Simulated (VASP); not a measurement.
# Mg2Zn3O5 (I4/mmm) in VASP: a series of runs

Mg2Zn3O5 is run at these levels: PBE; tasks: single point.

Everything below comes from runs of VASP 6.6.1. Logs are shortened: lines on timing, memory, paths and dates and some standing lists are left out, and cuts for length are marked.

## (1) The cell of the first run

The structure is tetragonal, space group I4/mmm (No. 139). The conventional cell has a = 3.042 Å, b = 3.042 Å, c = 21.509 Å, α = 90.00°, β = 90.00°, γ = 90.00°. Within 2.8 Å of Mg (site symmetry 4mm) lie 6 O at 2.12 to 2.15 Å. Zn (site symmetry 4mm) has 6 O at 2.15 to 2.17 Å within 2.8 Å. Within 2.8 Å of Zn (site symmetry 4/mmm) lie 6 O at 2.15 to 2.18 Å. Within 2.8 Å of O (site symmetry 4mm) lie 5 Mg at 2.12 to 2.15 Å and 1 Zn at 2.16 Å. Within 2.8 Å of O (site symmetry 4mm) lie 1 Mg at 2.12 Å and 5 Zn at 2.15 to 2.18 Å. Within 2.8 Å of O (site symmetry 4/mmm) lie 6 Zn at 2.15 to 2.17 Å.

## (2) Single point, PBE

The input, INCAR:

```
  ALGO = Normal
  EDIFF = 1E-6
  ENCUT = 520
  GGA = PE
  ISIF = 2
  ISMEAR = 0
  LASPH = T
  LCHARG = T
  LELF = T
  LREAL = F
  LVHAR = T
  LWAVE = F
  NBANDS = 46
  NELM = 60
  PREC = Accurate
  SIGMA = 0.1
```

The input, KPOINTS:

```
k-points
0
Gamma
  8 8 8
```

The input, POSCAR:

```
Mg2Zn3O5
1.0
   -1.5209096756      1.5209096756     10.7544989441
    1.5209096756     -1.5209096756     10.7544989441
    1.5209096756      1.5209096756    -10.7544989441
Mg Zn O
2 3 5
Direct
    0.3001126695      0.3001126695      0.0000000000
    0.6998873305      0.6998873305      0.0000000000
    0.8992199473      0.8992199473      0.0000000000
    0.1007800527      0.1007800527      0.0000000000
    0.5000000000      0.5000000000      0.0000000000
    0.7986460009      0.7986460009      0.0000000000
    0.2013539991      0.2013539991      0.0000000000
    0.6013277526      0.6013277526      0.0000000000
    0.0000000000      0.0000000000      0.0000000000
    0.3986722474      0.3986722474      0.0000000000
```

Potentials or basis: VASP PAW PBE potentials, release 64 (Mg, Zn, O).

On the command line:

```bash
cat potpaw_PBE.64/Mg/POTCAR potpaw_PBE.64/Zn/POTCAR potpaw_PBE.64/O/POTCAR > POTCAR
mpirun -np 1 vasp_std > vasp.out
```

OUTCAR:

```text
EDIFF = 1E-6
   ENCUT = 520
   GGA = PE
   ISIF = 2
   ISMEAR = 0
   LASPH = T
   LREAL = F
   NELM = 60
   PREC = Accurate

 ion  position               nearest neighbor table
   1  0.300  0.300  0.000-  10 2.12   7 2.12   6 2.15   6 2.15   6 2.15   6 2.15   3 3.03   3 3.03
                             3 3.03   3 3.03   2 3.05   2 3.05   2 3.05   2 3.05
   2  0.700  0.700  0.000-   8 2.12   6 2.12   7 2.15   7 2.15   7 2.15   7 2.15   4 3.03   4 3.03
                             4 3.03   4 3.03   1 3.05   1 3.05   1 3.05   1 3.05
   3  0.899  0.899  0.000-  10 2.15  10 2.15  10 2.15  10 2.15   6 2.16   9 2.17   1 3.03   1 3.03
                             1 3.03   1 3.03
   4  0.101  0.101  0.000-   8 2.15   8 2.15   8 2.15   8 2.15   7 2.16   9 2.17   2 3.03   2 3.03
                             2 3.03   2 3.03
   5  0.500  0.500  0.000-   9 2.15   9 2.15   9 2.15   9 2.15  10 2.18   8 2.18
   6  0.799  0.799  0.000-   2 2.12   1 2.15   1 2.15   1 2.15   1 2.15   3 2.16
   7  0.201  0.201  0.000-   1 2.12   2 2.15   2 2.15   2 2.15   2 2.15   4 2.16
   8  0.601  0.601  0.000-   2 2.12   4 2.15   4 2.15   4 2.15   4 2.15   5 2.18
   9  0.000  0.000  0.000-   5 2.15   5 2.15   5 2.15   5 2.15   4 2.17   3 2.17
  10  0.399  0.399  0.000-   1 2.12   3 2.15   3 2.15   3 2.15   3 2.15   5 2.18

  LATTYP: Found a body centered tetragonal cell.
 ALAT       =     3.0418193512
 C/A-ratio  =     7.0710964080

  Lattice vectors:

 A1 = (  -1.5209096756,   1.5209096756,  10.7544989441)
 A2 = (   1.5209096756,  -1.5209096756,  10.7544989441)
 A3 = (   1.5209096756,   1.5209096756, -10.7544989441)

Analysis of symmetry for initial positions (statically):
=====================================================================
 Subroutine PRICEL returns:
 Original cell was already a primitive cell.

 Routine SETGRP: Setting up the symmetry group for a
 body centered tetragonal supercell.

 Subroutine GETGRP returns: Found 16 space group operations
 (whereof 16 operations were pure point group operations)
 out of a pool of 16 trial point group operations.

The static configuration has the point symmetry D_4h.

Analysis of symmetry for dynamics (positions and initial velocities):
=====================================================================
 Subroutine PRICEL returns:
 Original cell was already a primitive cell.

 Routine SETGRP: Setting up the symmetry group for a
 body centered tetragonal supercell.

 Subroutine GETGRP returns: Found 16 space group operations
 (whereof 16 operations were pure point group operations)
 out of a pool of 16 trial point group operations.

The dynamic configuration has the point symmetry D_4h.

 Subroutine INISYM returns: Found 16 space group operations
 (whereof 16 operations are pure point group operations),
 and found     1 'primitive' translations

----------------------------------------------------------------------------------------

                                     Primitive cell

  volume of cell :      99.5078

  direct lattice vectors                    reciprocal lattice vectors
    -1.520909676  1.520909676 10.754498944     0.000000000  0.328750621  0.046492171
     1.520909676 -1.520909676 10.754498944     0.328750621  0.000000000  0.046492171
     1.520909676  1.520909676-10.754498944     0.328750621  0.328750621  0.000000000

  length of vectors
    10.967478289 10.967478289 10.967478289     0.332021825  0.332021825  0.464923587

  position of ions in fractional coordinates (direct lattice)
     0.300112670  0.300112670  0.000000000
     0.699887330  0.699887330  0.000000000
     0.899219947  0.899219947  0.000000000
     0.100780053  0.100780053  0.000000000
     0.500000000  0.500000000  0.000000000
     0.798646001  0.798646001  0.000000000
     0.201353999  0.201353999  0.000000000
     0.601327753  0.601327753  0.000000000
     0.000000000  0.000000000  0.000000000
     0.398672247  0.398672247  0.000000000

  ion indices of the primitive-cell ions
   primitive index   ion index
                 1           1
                 2           2
                 3           3
                 4           4
                 5           5
                 6           6
                 7           7
                 8           8
                 9           9
                10          10

----------------------------------------------------------------------------------------

 KPOINTS: k-points

Automatic generation of k-mesh.
 Grid dimensions read from file:
 generate k-points for:    8    8    8

 Generating k-lattice:

  Cartesian coordinates                     Fractional coordinates (reciprocal lattice)
     0.000000000  0.041093828  0.005811521     0.125000000  0.000000000 -0.000000000
     0.041093828  0.000000000  0.005811521     0.000000000  0.125000000 -0.000000000
     0.041093828  0.041093828  0.000000000     0.000000000  0.000000000  0.125000000

  Length of vectors
     0.041502728  0.041502728  0.058115448

  Shift w.r.t. Gamma in fractional coordinates (k-lattice)
     0.000000000  0.000000000  0.000000000

 Subroutine IBZKPT returns following result:
 ===========================================

 Found     59 irreducible k-points:

 Following reciprocal coordinates:
            Coordinates               Weight
  0.000000  0.000000  0.000000      1.000000
  0.125000  0.000000  0.000000      8.000000
  0.250000  0.000000  0.000000      8.000000
  0.375000  0.000000  0.000000      8.000000
  0.500000  0.000000  0.000000      4.000000
  0.125000  0.125000  0.000000      8.000000
[... 16 lines left out ...]
  0.250000  0.125000  0.125000     16.000000
  0.375000  0.125000  0.125000      8.000000
 [... further k-points ...]
   k-points           NKPTS =     59   k-points in BZ     NKDIM =     59   number of bands    NBANDS=     46
   number of dos      NEDOS =    301   number of ions     NIONS =     10
   total plane-waves  NPLWV = 592704
   dimension x,y,z NGX =    84 NGY =   84 NGZ =   84
   dimension x,y,z NGXF=   168 NGYF=  168 NGZF=  168
   ions per type =               2   3   5
   NGX,Y,Z   is equivalent  to a cutoff of  12.73, 12.73, 12.73 a.u.
   NGXF,Y,Z  is equivalent  to a cutoff of  25.47, 25.47, 25.47 a.u.
 SYSTEM =  unknown system
   PREC   = accura    normal or accurate (medium, high low for compatibility)
   ISTART =      0    job   : 0-new  1-cont  2-samecut
   ICHARG =      2    charge: 1-file 2-atom 10-const
   ISPIN  =      1    spin polarized calculation?
   LNONCOLLINEAR =      F non collinear calculations
   LSORBIT =      F    spin-orbit coupling
   LASPH  =      T    aspherical Exc in radial PAW
   ENCUT  =  520.0 eV  38.22 Ry    6.18 a.u.  20.39 20.39 20.39*2*pi/ulx,y,z
   NELM   =     60;   NELMIN=  2; NELMDL= -5     # of ELM steps
   EDIFF  = 0.1E-05   stopping-criterion for ELM
   LREAL  =      F    real-space projection
   EDIFFG = 0.1E-04   stopping-criterion for IOM
   NSW    =      0    number of steps for IOM
   IBRION =     -1    ionic relax: 0-MD 1-quasi-New 2-CG
   NFREE  =      0    steps in history (QN), initial steepest desc. (CG)
   ISIF   =      2    stress and relaxation
   ISYM   =      2    0-nonsym 1-usesym 2-fastsym
   POTIM  = 0.5000    time-step for ionic-motion
   TEBEG  =    0.0;   TEEND  =   0.0 temperature during run
   PSTRESS=    0.0 pullay stress
   NELECT =      70.0000    total number of electrons
   NUPDOWN=      -1.0000    fix difference up-down
   EMIN   =  10.00;   EMAX   =-10.00  energy-range for DOS
   EFERMI =   0.00;   METHOD = LEGACY
   ISMEAR =     0;   SIGMA  =   0.10  broadening in eV -4-tet -1-fermi 0-gaus
   EFERMI_NEDOS =   21; number of points for ismear=-14 and -15
   IALGO  =     38    algorithm
   IMIX   =      4    mixing-type and parameters
     AMIX     =   0.40;   BMIX     =  1.00
     AMIX_MAG =   1.60;   BMIX_MAG =  1.00
  volume/ion in A,a.u.               =       9.95        67.15
  Fermi-wavevector in a.u.,A,eV,Ry     =   1.455979  2.751402 28.842656  2.119875
  Thomas-Fermi vector in A             =   2.572951
   LORBIT       =      0    0 simple, 1 ext, 2 COOP (PROOUT), +10 PAW based schemes
   GGA     = PE    functional components
   LHFCALC =     F    Hartree Fock is set to
   AEXX    =    0.0000 exact exchange contribution
   IVDW    =     0    specifies the selected vdW correction
   LEPSILON=     F    determine dielectric tensor
   LRPA    =     F    only Hartree local field effects (RPA)
 non-spin polarized calculation
 Gauss-broadening in eV      SIGMA  =   0.10
  energy-cutoff  :      520.00
  volume of cell :       99.51
 maximum number of plane-waves:      2708
 NGX is ok and might be reduce to    84
   NGX = 41   NGY = 41   NGZ = 41

 number of electron      69.9999992 magnetization

 Free energy of the ion-electron system (eV)
  ---------------------------------------------------
  ext. energy  EPLUGINS =         0.00000000
  ---------------------------------------------------
  free energy    TOTEN  =       -49.72275955 eV

  energy without entropy =      -49.72275955  energy(sigma->0) =      -49.72275955

 E-fermi :   3.3585     XC(G=0): -11.6378

 val. band max:        2.9192932039   @ k =  -0.1250   0.3750   0.1250
 cond. band min:       4.4635996422   @ k =   0.0000   0.0000   0.0000
 fundamental gap:      1.5443064383
 Fermi energy:         3.3584791427

 k-point     1 :       0.0000    0.0000    0.0000
  band No.  band energies     occupation
      1     -15.3011      2.00000
      2     -14.8235      2.00000
      3     -14.6230      2.00000
      4     -14.0898      2.00000
      5     -13.7066      2.00000
      6      -2.7487      2.00000
[... 38 lines left out ...]
     45      15.3168      0.00000
     46      16.2114      0.00000

 k-point     2 :       0.1250    0.0000    0.0000
  band No.  band energies     occupation
      1     -15.1928      2.00000
      2     -14.7462      2.00000
      3     -14.5316      2.00000
      4     -14.0554      2.00000
      5     -13.6817      2.00000
      6      -2.8068      2.00000
[... 1070 lines left out ...]
 k-point    24 :       0.3750    0.1250    0.1250
  band No.  band energies     occupation
      1     -14.1035      2.00000
      2     -14.0687      2.00000
      3     -14.0244      2.00000
      4     -13.6450      2.00000
      5     -13.6419      2.00000
      6      -3.3009      2.00000
[... 38 lines left out ...]
     45      13.3455      0.00000
     46      13.8252      0.00000

 [... further k-points ...]
[... 5 lines left out ...]
  --------------------------------------------------------------------------------------
  -------------------------------------------------------------------------------------
  Total        0.2001915      0.2001915      0.1795852      0.0000000      0.0000000     -0.0000000
  in kB        3.2232893      3.2232893      2.8915056      0.0000000      0.0000000     -0.0000000
  external PRESSURE =       3.1126947 kB  Pullay stress =       0.0000000 kB

 VOLUME and BASIS-vectors are now :
 -----------------------------------------------------------------------------
  energy-cutoff  :      520.00
  volume of cell :       99.51
      direct lattice vectors                 reciprocal lattice vectors
    -1.520909676  1.520909676 10.754498944     0.000000000  0.328750621  0.046492171
     1.520909676 -1.520909676 10.754498944     0.328750621  0.000000000  0.046492171
     1.520909676  1.520909676-10.754498944     0.328750621  0.328750621  0.000000000

 POSITION                                       TOTAL-FORCE (eV/Angst)
 -----------------------------------------------------------------------------------
      0.00000      0.00000      6.45512         0.000000      0.000000     -0.008335
      0.00000      0.00000     15.05388         0.000000      0.000000      0.008335
      0.00000      0.00000     19.34132        -0.000000     -0.000000     -0.005782
      0.00000      0.00000      2.16768         0.000000      0.000000      0.005782
      0.00000      0.00000     10.75450        -0.000000     -0.000000      0.000000
      0.00000      0.00000     17.17808         0.000000      0.000000     -0.041176
      0.00000      0.00000      4.33092         0.000000      0.000000      0.041176
      0.00000      0.00000     12.93396        -0.000000     -0.000000      0.045501
      0.00000      0.00000      0.00000        -0.000000     -0.000000      0.000000
      0.00000      0.00000      8.57504        -0.000000     -0.000000     -0.045501
 -----------------------------------------------------------------------------------
    total drift:                                0.000000     -0.000000      0.000000

  FREE ENERGIE OF THE ION-ELECTRON SYSTEM (eV)
  ---------------------------------------------------
  free  energy   TOTEN  =       -49.7227595469 eV

  energy  without entropy=      -49.7227595469  energy(sigma->0) =      -49.72275955
```

Wall time 44 min (1 thread of Intel Xeon 6975P-C (Granite Rapids), shared host); peak memory 1.2 GiB.

What came out:

```
Free energy            : -49.7228 eV
Pressure               : 0.3 GPa
Largest force          : 0.046 eV/Å
Band gap on the k mesh : 1.54 eV (least direct gap 2.47 eV)
```

Forces on the atoms (eV/Å):
```
Mg   0.000  0.000 -0.008
Mg   0.000  0.000  0.008
Zn   0.000  0.000 -0.006
Zn   0.000  0.000  0.006
Zn   0.000  0.000  0.000
O    0.000  0.000 -0.041
O    0.000  0.000  0.041
O    0.000  0.000  0.046
O    0.000  0.000  0.000
O    0.000  0.000 -0.046
```

A k mesh can miss the band edges.

[end of part 1 of 2]
